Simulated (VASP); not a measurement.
# Sb (R-3m) in VASP: notebook

Runs on Sb. Level: PBEsol. Tasks: electric field gradients.

All numbers are computed with VASP 6.6.1; they aren't measurements. Logs are shortened: lines on timing, memory, paths and dates and some standing lists are left out, and cuts for length are marked.

### Step 1. The cell of the first run

Symmetry: R-3m, No. 166, trigonal system. Conventional cell: a = 4.330 Å, b = 4.330 Å, c = 11.306 Å, α = 90.00°, β = 90.00°, γ = 120.00°. Within 3.8 Å of Sb (site symmetry 3m) lie 6 Sb at 2.92 to 3.37 Å.

### Step 2. Electric field gradients, PBEsol (volume scaled by 1.02)

File INCAR:

```
PREC = Accurate ; ENCUT = 400
EDIFF = 1E-8 ; ISMEAR = -1
SIGMA = 0.05 ; LREAL = False
LASPH = True ; NELM = 120
ALGO = Normal ; ISIF = 2
LWAVE = False ; LCHARG = False
GGA = PS ; LEFG = True
NBANDS = 12 ; GGA_COMPAT = False
```

File KPOINTS:

```
regular mesh
0
Gamma
  9 9 9
```

File POSCAR:

```
Sb
1.0
    2.1648431334      1.2498727658      3.7687954246
   -2.1648431334      1.2498727658      3.7687954246
    0.0000000000     -2.4997455315      3.7687954246
Sb
2
Direct
    0.2336400000      0.2336400000      0.2336400000
    0.7663600000      0.7663600000      0.7663600000
```

Potentials or basis: VASP PAW PBE potentials, release 64 (Sb).

Run with:

```console
> cat potpaw_PBE.64/Sb/POTCAR > POTCAR
> mpirun -np 1 vasp_std > vasp.out
```

OUTCAR:

```text
PREC = Accurate
   ENCUT = 400
   EDIFF = 1E-8
   ISMEAR = -1
   LREAL = False
   LASPH = True
   NELM = 120
   ISIF = 2
   GGA = PS

 ion  position               nearest neighbor table
   1  0.234  0.234  0.234-   2 2.92   2 2.92   2 2.92   2 3.37   2 3.37   2 3.37
   2  0.766  0.766  0.766-   1 2.92   1 2.92   1 2.92   1 3.37   1 3.37   1 3.37

  LATTYP: Found a trigonal (rhomboedric) cell.
 ALAT       =     4.5224491899
 COS(alpha) =     0.5417151843

  Lattice vectors:

 A1 = (   2.1648431334,   1.2498727658,   3.7687954246)
 A2 = (  -2.1648431334,   1.2498727658,   3.7687954246)
 A3 = (   0.0000000000,  -2.4997455315,   3.7687954246)

Analysis of symmetry for initial positions (statically):
=====================================================================
 Subroutine PRICEL returns:
 Original cell was already a primitive cell.

 Routine SETGRP: Setting up the symmetry group for a
 trigonal (rhombohedral) supercell.

 Subroutine GETGRP returns: Found 12 space group operations
 (whereof 12 operations were pure point group operations)
 out of a pool of 12 trial point group operations.

The static configuration has the point symmetry D_3d.

Analysis of symmetry for dynamics (positions and initial velocities):
=====================================================================
 Subroutine PRICEL returns:
 Original cell was already a primitive cell.

 Routine SETGRP: Setting up the symmetry group for a
 trigonal (rhombohedral) supercell.

 Subroutine GETGRP returns: Found 12 space group operations
 (whereof 12 operations were pure point group operations)
 out of a pool of 12 trial point group operations.

The dynamic configuration has the point symmetry D_3d.

 Subroutine INISYM returns: Found 12 space group operations
 (whereof 12 operations are pure point group operations),
 and found     1 'primitive' translations

----------------------------------------------------------------------------------------

                                     Primitive cell

  volume of cell :      61.1852

  direct lattice vectors                    reciprocal lattice vectors
     2.164843133  1.249872766  3.768795425     0.230963617  0.133346906  0.088445590
[... 128 lines left out ...]
  ext. energy  EPLUGINS =         0.00000000
  ---------------------------------------------------
  free energy    TOTEN  =        -9.11698004 eV

  energy without entropy =       -9.11544724  energy(sigma->0) =       -9.11621364

 E-fermi :   6.9408     XC(G=0):  -9.6111

 val. band max:        6.8713177627   @ k =   0.3333   0.2222   0.2222
 cond. band min:       6.9764014440   @ k =   0.4444  -0.0000  -0.0000
 fundamental gap:      0.1050836813
 Fermi energy:         6.9407552078

 k-point     1 :       0.0000    0.0000    0.0000
  band No.  band energies     occupation
      1      -5.6584      2.00000
      2       2.1003      2.00000
      3       4.9604      2.00000
      4       5.2063      2.00000
      5       5.2063      2.00000
      6       9.0344      0.00000
      7       9.6498      0.00000
      8       9.6498      0.00000
      9      12.0386      0.00000
     10      12.0386      0.00000
     11      12.1869      0.00000
     12      13.4802      0.00000
[... 331 lines left out ...]
 k-point    24 :       0.4444    0.4444   -0.0000
  band No.  band energies     occupation
      1      -3.4769      2.00000
      2      -0.9126      2.00000
      3       1.7601      2.00000
      4       3.3397      2.00000
      5       3.4024      2.00000
      6       8.5226      0.00000
      7      11.7647      0.00000
      8      12.3228      0.00000
      9      13.3395      0.00000
     10      15.5334      0.00000
     11      16.5226      0.00000
     12      17.7409      0.00000

 [... further k-points ...]
[... 5 lines left out ...]
  --------------------------------------------------------------------------------------
  -------------------------------------------------------------------------------------
  Total       -0.1656032     -0.1656032     -0.2995137     -0.0000000     -0.0000000     -0.0000000
  in kB       -4.3364383     -4.3364383     -7.8429817     -0.0000000     -0.0000000     -0.0000000
  external PRESSURE =      -5.5052861 kB  Pullay stress =       0.0000000 kB

 VOLUME and BASIS-vectors are now :
 -----------------------------------------------------------------------------
  energy-cutoff  :      400.00
  volume of cell :       61.19
      direct lattice vectors                 reciprocal lattice vectors
     2.164843133  1.249872766  3.768795425     0.230963617  0.133346906  0.088445590
    -2.164843133  1.249872766  3.768795425    -0.230963617  0.133346906  0.088445590
     0.000000000 -2.499745531  3.768795425     0.000000000 -0.266693813  0.088445590

 POSITION                                       TOTAL-FORCE (eV/Angst)
 -----------------------------------------------------------------------------------
      0.00000      0.00000      2.64162         0.000000      0.000000      0.095723
      0.00000      0.00000      8.66476         0.000000     -0.000000     -0.095723
 -----------------------------------------------------------------------------------
    total drift:                                0.000000     -0.000000      0.000000

  FREE ENERGIE OF THE ION-ELECTRON SYSTEM (eV)
  ---------------------------------------------------
  free  energy   TOTEN  =        -9.1169800384 eV

  energy  without entropy=       -9.1154472429  energy(sigma->0) =       -9.11621364

 Electric field gradients (V/A^2)
---------------------------------------------------------------------
 ion       V_xx      V_yy      V_zz      V_xy      V_xz      V_yz
---------------------------------------------------------------------
   1      21.447    21.447   -42.894    -0.000     0.000    -0.000
   2      21.447    21.447   -42.894    -0.000     0.000    -0.000
---------------------------------------------------------------------

 Electric field gradients after diagonalization (V/A^2)
 (convention: |V_zz| > |V_xx| > |V_yy|)
----------------------------------------------------------------------
 ion       V_xx      V_yy      V_zz     asymmetry (V_yy - V_xx)/ V_zz
----------------------------------------------------------------------
   1      21.447    21.447   -42.894       0.000
   2      21.447    21.447   -42.894       0.000
----------------------------------------------------------------------

           NMR quadrupolar parameters

 Cq : quadrupolar parameter    Cq=e*Q*V_zz/h
 eta: asymmetry parameters     (V_yy - V_xx)/ V_zz
 Q  : nuclear electric quadrupole moment in mb (millibarn)
----------------------------------------------------------------------
 ion       Cq(MHz)       eta       Q (mb)
----------------------------------------------------------------------
   1      -0.104       0.000       1.000
   2      -0.104       0.000       1.000
----------------------------------------------------------------------
```

stdout:

```text
POSCAR found type information on POSCAR Sb
 POSCAR found :  1 types and       2 ions
 scaLAPACK will be used
 -----------------------------------------------------------------------------
|                                                                             |
|                                                                             |
|     You enforced a specific xc type in the INCAR file but a different       |
|     I HOPE YOU KNOW WHAT YOU ARE DOING!                                     |
|                                                                             |
 -----------------------------------------------------------------------------

 LDA part: xc-table for (Slater+PW92), standard interpolation
 POSCAR, INCAR and KPOINTS ok, starting setup
 FFT: planning ... GRIDC
 FFT: planning ... GRID_SOFT
 FFT: planning ... GRID
 WAVECAR not read
 entering main loop
ion   1

ion   2
```

Wall time 78 s (1 thread of Intel Xeon 8259CL, shared host); peak memory 0.18 GiB.

Results:

- Free energy: -9.1170 eV
- Pressure: -0.6 GPa
- Largest force: 0.096 eV/Å
- Band gap on the k mesh: 0.11 eV, indirect (least direct gap 0.49 eV)

Forces in eV/Å, atoms in the order of the input:
```
Sb   0.000  0.000  0.096
Sb   0.000  0.000 -0.096
```

Electric field gradients, principal values (V/Å²):
```csv
atom,least,middle,greatest (by size)
1 Sb,21.447,21.447,-42.894
2 Sb,21.447,21.447,-42.894
```

Caveat: without QUAD_EFG the Cq values of the log hold for a quadrupole moment of 1 mb, not for the nuclei; the PAW data sets were made with another functional, which shifts forces and pressure a little; spin-orbit coupling is left out, which moves the levels of the heavy elements.

(Part 1 of 4 ends here.)
